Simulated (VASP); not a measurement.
# InGa3N (Pm-3m) in VASP: single point with PBE

Aim: the single point of InGa3N with PBE.

All numbers are computed with VASP 6.6.1; they aren't measurements. Logs are shortened: lines on timing, memory, paths and dates and some standing lists are left out, and cuts for length are marked.

### Step 1. The cell of the first run

The structure is cubic, space group Pm-3m (No. 221). The conventional cell has a = 4.473 Å, b = 4.473 Å, c = 4.473 Å, α = 90.00°, β = 90.00°, γ = 90.00°. Within 3.0 Å of Ga (site symmetry 4/mmm) lie 2 N at 2.24 Å. N (site symmetry m-3m) has 6 Ga at 2.24 Å within 3.0 Å. In (site symmetry m-3m) has 12 Ga at 3.16 Å and 8 N at 3.87 Å within 4.2 Å.

### Step 2. Single point, PBE

INCAR reads:

```
SYSTEM = InGa3N
PREC     = Accurate       ! precision mode
ENCUT    = 600            ! plane-wave cutoff, eV
EDIFF    = 1E-6           ! SCF threshold, eV
ISMEAR   = 0              ! smearing method
SIGMA    = 0.0574         ! smearing width, eV
LREAL    = .FALSE.        ! projectors in reciprocal space
LASPH    = .TRUE.         ! aspherical terms in the spheres
NELM     = 120            ! most SCF steps
ALGO     = Normal         ! electronic algorithm
ISIF     = 2              ! what is computed and relaxed
LWAVE    = .FALSE.        ! write WAVECAR
LCHARG   = .FALSE.        ! write CHGCAR
GGA      = PE             ! functional
NBANDS   = 36             ! bands
GGA_COMPAT= .FALSE.
```

KPOINTS reads:

```
regular mesh
0
G
  6 6 6
  0 0 0
```

POSCAR reads:

```
InGa3N
1.0
    4.4726650000      0.0000000000      0.0000000000
    0.0000000000      4.4726650000      0.0000000000
    0.0000000000      0.0000000000      4.4726650000
Ga N In
3 1 1
Direct
    0.5000000000      0.5000000000      0.0000000000
    0.0000000000      0.5000000000      0.5000000000
    0.5000000000      0.0000000000      0.5000000000
    0.5000000000      0.5000000000      0.5000000000
    0.0000000000      0.0000000000      0.0000000000
```

Potentials or basis: VASP PAW PBE potentials, release 64 (Ga_d, N, In_d).

The run is started by

```console
$ cat potpaw_PBE.64/Ga_d/POTCAR potpaw_PBE.64/N/POTCAR potpaw_PBE.64/In_d/POTCAR > POTCAR
$ mpirun -np 1 vasp_std > vasp.out
```

OUTCAR:

```text
SYSTEM = InGa3N
   PREC = Accurate
   ENCUT = 600
   EDIFF = 1E-6
   ISMEAR = 0
   LREAL = .FALSE.
   LASPH = .TRUE.
   NELM = 120
   ISIF = 2
   GGA = PE

 ion  position               nearest neighbor table
   1  0.500  0.500  0.000-   4 2.24   4 2.24   5 3.16   5 3.16   5 3.16   5 3.16
   2  0.000  0.500  0.500-   4 2.24   4 2.24   5 3.16   5 3.16   5 3.16   5 3.16
   3  0.500  0.000  0.500-   4 2.24   4 2.24   5 3.16   5 3.16   5 3.16   5 3.16
   4  0.500  0.500  0.500-   1 2.24   2 2.24   3 2.24   1 2.24   3 2.24   2 2.24
   5  0.000  0.000  0.000-   1 3.16   2 3.16   3 3.16   2 3.16   3 3.16   1 3.16   2 3.16   2 3.16
                             1 3.16   3 3.16   3 3.16   1 3.16

  LATTYP: Found a simple cubic cell.
 ALAT       =     4.4726650000

  Lattice vectors:

 A1 = (   4.4726650000,   0.0000000000,   0.0000000000)
 A2 = (   0.0000000000,   4.4726650000,   0.0000000000)
 A3 = (   0.0000000000,   0.0000000000,   4.4726650000)

Analysis of symmetry for initial positions (statically):
=====================================================================
 Subroutine PRICEL returns:
 Original cell was already a primitive cell.

 Routine SETGRP: Setting up the symmetry group for a
 simple cubic supercell.

 Subroutine GETGRP returns: Found 48 space group operations
 (whereof 48 operations were pure point group operations)
 out of a pool of 48 trial point group operations.

The static configuration has the point symmetry O_h .

Analysis of symmetry for dynamics (positions and initial velocities):
=====================================================================
 Subroutine PRICEL returns:
 Original cell was already a primitive cell.

 Routine SETGRP: Setting up the symmetry group for a
 simple cubic supercell.

 Subroutine GETGRP returns: Found 48 space group operations
 (whereof 48 operations were pure point group operations)
 out of a pool of 48 trial point group operations.

The dynamic configuration has the point symmetry O_h .

 Subroutine INISYM returns: Found 48 space group operations
 (whereof 48 operations are pure point group operations),
 and found     1 'primitive' translations

----------------------------------------------------------------------------------------

                                     Primitive cell

  volume of cell :      89.4745

  direct lattice vectors                    reciprocal lattice vectors
     4.472665000  0.000000000  0.000000000     0.223580349  0.000000000  0.000000000
     0.000000000  4.472665000  0.000000000     0.000000000  0.223580349  0.000000000
     0.000000000  0.000000000  4.472665000     0.000000000  0.000000000  0.223580349

  length of vectors
     4.472665000  4.472665000  4.472665000     0.223580349  0.223580349  0.223580349

  position of ions in fractional coordinates (direct lattice)
     0.500000000  0.500000000  0.000000000
     0.000000000  0.500000000  0.500000000
     0.500000000  0.000000000  0.500000000
     0.500000000  0.500000000  0.500000000
     0.000000000  0.000000000  0.000000000

  ion indices of the primitive-cell ions
   primitive index   ion index
                 1           1
                 2           2
                 3           3
                 4           4
                 5           5

----------------------------------------------------------------------------------------

 KPOINTS: regular mesh

Automatic generation of k-mesh.
 Grid dimensions read from file:
 generate k-points for:    6    6    6

 Generating k-lattice:

  Cartesian coordinates                     Fractional coordinates (reciprocal lattice)
     0.037263391  0.000000000  0.000000000     0.166666667  0.000000000  0.000000000
     0.000000000  0.037263391  0.000000000     0.000000000  0.166666667  0.000000000
     0.000000000  0.000000000  0.037263391     0.000000000  0.000000000  0.166666667

  Length of vectors
     0.037263391  0.037263391  0.037263391

  Shift w.r.t. Gamma in fractional coordinates (k-lattice)
     0.000000000  0.000000000  0.000000000

 Subroutine IBZKPT returns following result:
 ===========================================

 Found     20 irreducible k-points:

 Following reciprocal coordinates:
            Coordinates               Weight
  0.000000  0.000000  0.000000      1.000000
  0.166667  0.000000  0.000000      6.000000
  0.333333  0.000000  0.000000      6.000000
  0.500000  0.000000  0.000000      3.000000
  0.166667  0.166667  0.000000     12.000000
  0.333333  0.166667  0.000000     24.000000
[... 12 lines left out ...]
  0.500000  0.500000  0.333333      6.000000
  0.500000  0.500000  0.500000      1.000000
   k-points           NKPTS =     20   k-points in BZ     NKDIM =     20   number of bands    NBANDS=     36
   number of dos      NEDOS =    301   number of ions     NIONS =      5
   total plane-waves  NPLWV =  46656
   dimension x,y,z NGX =    36 NGY =   36 NGZ =   36
   dimension x,y,z NGXF=    72 NGYF=   72 NGZF=   72
   ions per type =               3   1   1
   NGX,Y,Z   is equivalent  to a cutoff of  13.38, 13.38, 13.38 a.u.
   NGXF,Y,Z  is equivalent  to a cutoff of  26.76, 26.76, 26.76 a.u.
 SYSTEM =  InGa3N
   PREC   = accura    normal or accurate (medium, high low for compatibility)
   ISTART =      0    job   : 0-new  1-cont  2-samecut
   ICHARG =      2    charge: 1-file 2-atom 10-const
   ISPIN  =      1    spin polarized calculation?
   LNONCOLLINEAR =      F non collinear calculations
   LSORBIT =      F    spin-orbit coupling
   LASPH  =      T    aspherical Exc in radial PAW
   ENCUT  =  600.0 eV  44.10 Ry    6.64 a.u.   8.93  8.93  8.93*2*pi/ulx,y,z
   NELM   =    120;   NELMIN=  2; NELMDL= -5     # of ELM steps
   EDIFF  = 0.1E-05   stopping-criterion for ELM
   LREAL  =      F    real-space projection
[... 7 lines left out ...]
   TEBEG  =    0.0;   TEEND  =   0.0 temperature during run
   PSTRESS=    0.0 pullay stress
   NELECT =      57.0000    total number of electrons
   NUPDOWN=      -1.0000    fix difference up-down
   EMIN   =  10.00;   EMAX   =-10.00  energy-range for DOS
   EFERMI =   0.00;   METHOD = LEGACY
   ISMEAR =     0;   SIGMA  =   0.06  broadening in eV -4-tet -1-fermi 0-gaus
   EFERMI_NEDOS =   21; number of points for ismear=-14 and -15
   IALGO  =     38    algorithm
   IMIX   =      4    mixing-type and parameters
     AMIX     =   0.40;   BMIX     =  1.00
     AMIX_MAG =   1.60;   BMIX_MAG =  1.00
  volume/ion in A,a.u.               =      17.89       120.76
  Fermi-wavevector in a.u.,A,eV,Ry     =   1.408640  2.661944 26.997594  1.984267
  Thomas-Fermi vector in A             =   2.530777
   LORBIT       =      0    0 simple, 1 ext, 2 COOP (PROOUT), +10 PAW based schemes
   GGA     = PE    functional components
   LHFCALC =     F    Hartree Fock is set to
   AEXX    =    0.0000 exact exchange contribution
   IVDW    =     0    specifies the selected vdW correction
   LEPSILON=     F    determine dielectric tensor
   LRPA    =     F    only Hartree local field effects (RPA)
 non-spin polarized calculation
 Gauss-broadening in eV      SIGMA  =   0.06
  energy-cutoff  :      600.00
  volume of cell :       89.47
 maximum number of plane-waves:      3016
 NGX is ok and might be reduce to    36
   NGX = 17   NGY = 17   NGZ = 17

 number of electron      56.9999981 magnetization

 Free energy of the ion-electron system (eV)
  ---------------------------------------------------
  ext. energy  EPLUGINS =         0.00000000
  ---------------------------------------------------
  free energy    TOTEN  =       -17.60484975 eV

  energy without entropy =      -17.60042080  energy(sigma->0) =      -17.60263528

 E-fermi :   6.2513     XC(G=0): -10.9095

 val. band max:        6.2247574090   @ k =   0.5000   0.1667   0.0000
 cond. band min:       6.3502672322   @ k =   0.3333   0.1667   0.0000
 fundamental gap:      0.1255098232
 Fermi energy:         6.2512854317

 k-point     1 :       0.0000    0.0000    0.0000
  band No.  band energies     occupation
      1     -10.0618      2.00000
      2      -8.8358      2.00000
      3      -8.8358      2.00000
      4      -8.8358      2.00000
      5      -8.8067      2.00000
      6      -8.8067      2.00000
[... 28 lines left out ...]
     35      13.4757      0.00000
     36      13.4769      0.00000

 k-point     2 :       0.1667    0.0000    0.0000
  band No.  band energies     occupation
      1      -9.9951      2.00000
      2      -8.8279      2.00000
      3      -8.8178      2.00000
      4      -8.8178      2.00000
      5      -8.7961      2.00000
      6      -8.7939      2.00000
[... 28 lines left out ...]
     35      13.1842      0.00000
     36      13.6781      0.00000

 k-point     3 :       0.3333    0.0000    0.0000
  band No.  band energies     occupation
      1      -9.8461      2.00000
      2      -8.8069      2.00000
      3      -8.7737      2.00000
      4      -8.7714      2.00000
      5      -8.7714      2.00000
      6      -8.7637      2.00000
[... 28 lines left out ...]
     35      12.0725      0.00000
     36      13.1258      0.00000

 k-point     4 :       0.5000    0.0000    0.0000
  band No.  band energies     occupation
      1      -9.7607      2.00000
      2      -8.7868      2.00000
      3      -8.7654      2.00000
      4      -8.7604      2.00000
      5      -8.7433      2.00000
      6      -8.7347      2.00000
[... 28 lines left out ...]
     35      11.9223      0.00000
     36      12.6223      0.00000

 k-point     5 :       0.1667    0.1667    0.0000
  band No.  band energies     occupation
      1      -9.9269      2.00000
      2      -8.8138      2.00000
      3      -8.8083      2.00000
      4      -8.8078      2.00000
      5      -8.7857      2.00000
      6      -8.7782      2.00000
[... 499 lines left out ...]
 k-point    18 :       0.5000    0.3333    0.3333
  band No.  band energies     occupation
      1      -9.1790      2.00000
      2      -8.7970      2.00000
      3      -8.7751      2.00000
      4      -8.7584      2.00000
      5      -8.7494      2.00000
      6      -8.7454      2.00000
[... 28 lines left out ...]
     35      12.7725      0.00000
     36      13.4675      0.00000

 k-point    19 :       0.5000    0.5000    0.3333
  band No.  band energies     occupation
      1      -9.0087      2.00000
      2      -8.8035      2.00000
      3      -8.7856      2.00000
      4      -8.7856      2.00000
      5      -8.7431      2.00000
      6      -8.7431      2.00000
[... 28 lines left out ...]
     35      13.4917      0.00000
     36      13.7307      0.00000

 k-point    20 :       0.5000    0.5000    0.5000
  band No.  band energies     occupation
      1      -8.8126      2.00000
      2      -8.7951      2.00000
      3      -8.7951      2.00000
      4      -8.7951      2.00000
      5      -8.7455      2.00000
      6      -8.7455      2.00000
[... 28 lines left out ...]
     35      14.1790      0.00000
     36      14.1790      0.00000

------------------------ aborting loop because EDIFF is reached ----------------------------------------

  FORCE on cell =-STRESS in cart. coord.  units (eV):
  Direction    XX          YY          ZZ          XY          YZ          ZX
  --------------------------------------------------------------------------------------
  -------------------------------------------------------------------------------------
  Total       -0.3858015     -0.3858015     -0.3858015      0.0000000     -0.0000000     -0.0000000
  in kB       -6.9083661     -6.9083661     -6.9083661      0.0000000     -0.0000000     -0.0000000
  external PRESSURE =      -6.9083661 kB  Pullay stress =       0.0000000 kB

 VOLUME and BASIS-vectors are now :
 -----------------------------------------------------------------------------
  energy-cutoff  :      600.00
  volume of cell :       89.47
      direct lattice vectors                 reciprocal lattice vectors
     4.472665000  0.000000000  0.000000000     0.223580349  0.000000000  0.000000000
     0.000000000  4.472665000  0.000000000     0.000000000  0.223580349  0.000000000
     0.000000000  0.000000000  4.472665000     0.000000000  0.000000000  0.223580349

 POSITION                                       TOTAL-FORCE (eV/Angst)
 -----------------------------------------------------------------------------------
      2.23633      2.23633      0.00000         0.000000      0.000000      0.000000
      0.00000      2.23633      2.23633         0.000000      0.000000      0.000000
      2.23633      0.00000      2.23633         0.000000      0.000000      0.000000
      2.23633      2.23633      2.23633         0.000000      0.000000      0.000000
      0.00000      0.00000      0.00000         0.000000      0.000000      0.000000
 -----------------------------------------------------------------------------------
    total drift:                                0.000000      0.000000      0.000000

  FREE ENERGIE OF THE ION-ELECTRON SYSTEM (eV)
  ---------------------------------------------------
  free  energy   TOTEN  =       -17.6048497533 eV

  energy  without entropy=      -17.6004208010  energy(sigma->0) =      -17.60263528
```

It took 1.8 min on 1 thread of Intel Xeon 8259CL, shared host; peak memory 0.24 GiB.

Results:

```
Free energy            : -17.6048 eV
Pressure               : -0.7 GPa
Band gap on the k mesh : zero (an odd number of electrons rules out a gap without spin polarisation)
```

Caveat: spin-orbit coupling is left out, which moves the levels of the heavy elements.
